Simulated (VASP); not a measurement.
Write the native input for VASP 6.6.1 that does the following.

```yaml
Task: single point
Functional: PBEsol
Potentials_or_basis: VASP PAW PBE potentials, release 64 (B, N)
Cutoff: 600 eV
k_mesh: 12 × 12 × 4
Occupations: fermi-dirac, width 0.02 eV
Spin: no spin polarisation
Dipole_correction: no
Further_INCAR_settings: ALGO = Normal; EDIFF = 1e-06; NBANDS = 16
```

The structure of BN lies in POSCAR:

```
BN
1.0
    2.5042764074      0.0000000000      0.0000000000
   -1.2521382037      2.1687669869      0.0000000000
    0.0000000000      0.0000000000      7.0702879455
B N
2 2
Direct
    0.3333333333      0.6666666667      0.2500000000
    0.6666666667      0.3333333333      0.7500000000
    0.6666666667      0.3333333333      0.2500000000
    0.3333333333      0.6666666667      0.7500000000
```

These files were run (other wordings do the same):

INCAR

```
SYSTEM = BN
  ALGO = Normal
  EDIFF = 1E-6
  ENCUT = 600
  GGA = PS
  GGA_COMPAT = .FALSE.
  ISIF = 2
  ISMEAR = -1
  LASPH = .TRUE.
  LCHARG = .FALSE.
  LREAL = .FALSE.
  LWAVE = .FALSE.
  NBANDS = 16
  NELM = 120
  PREC = Accurate
  SIGMA = 0.02
```

KPOINTS

```
k-points
0
G
  12 12 4
  0 0 0
```

Potentials or basis: VASP PAW PBE potentials, release 64 (B, N).

Launch:

```console
$ cat potpaw_PBE.64/B/POTCAR potpaw_PBE.64/N/POTCAR > POTCAR
$ mpirun -np 1 vasp_std > vasp.out
```

It gave:

```json
{"Pressure": "0.1 GPa", "Band gap on the k mesh": "4.27 eV (least direct gap 4.60 eV)"}
```

Caveat: the PAW data sets were made with another functional, which shifts forces and pressure a little; this functional lacks dispersion, which binds the layers, so the pressure and a relaxed spacing across them are unreliable.

Run time: 63 s on 1 thread of Intel Xeon 8259CL, with other jobs on the host, peak memory 0.17 GiB.
